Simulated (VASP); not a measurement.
## Sn: single point with PBE

Crystal: Sn.

```
Sn
1.0
     0.00000    3.23334    3.23334
     3.23334    0.00000    3.23334
     3.23334    3.23334    0.00000
Sn
2
Direct
  0.00000 0.00000 0.00000
  0.25000 0.25000 0.25000
```

This isn't the form of Sn at room conditions, which is tetragonal (white tin).

| Item | Value |
| --- | --- |
| Program | VASP 6.6.1 |
| Task | single point |
| Functional | PBE |
| Potentials or basis | VASP PAW PBE potentials, release 64 (Sn_d) |
| Cutoff | 500 eV |
| k mesh | 8 × 8 × 8 |
| Occupations | methfessel-paxton, width 0.1 eV |
| Spin | no spin polarisation |
| Dipole correction | no |
| Further INCAR settings | ALGO = Normal; EDIFF = 1e-06; NBANDS = 21 |

```json
{"Pressure": "3.7 GPa", "Band gap on the k mesh": "zero (bands 14 and 15 overlap by 0.07 eV)"}
```

Levels at points of the mesh, in eV from the Fermi level:
| k point | band 10 | band 11 | band 12 | band 13 | band 14 | band 15 | band 16 | band 17 | band 18 | band 19 |
| --- | --- | --- | --- | --- | --- | --- | --- | --- | --- | --- |
| (0.00, 0.00, 0.00) | -21.33 | -10.69 | -0.58 | 0.07 | 0.07 | 0.07 | 2.15 | 2.15 | 2.15 | 5.01 |
| (0.50, 0.00, 0.00) | -21.28 | -9.05 | -6.35 | -1.15 | -1.15 | 0.00 | 3.22 | 3.22 | 5.63 | 8.55 |
| (0.50, 0.50, 0.00) | -21.26 | -7.56 | -7.56 | -2.51 | -2.51 | 0.80 | 0.80 | 7.78 | 7.78 | 9.38 |

Wall time 24 s on 1 thread of Intel(R) Xeon(R) Platinum 8375C CPU @ 2.90GHz (Ice Lake), with other jobs on the host, peak memory 0.21 GiB.

Caveat: the cell stands under pressure; spin-orbit coupling is left out, which moves the levels of the heavy elements.
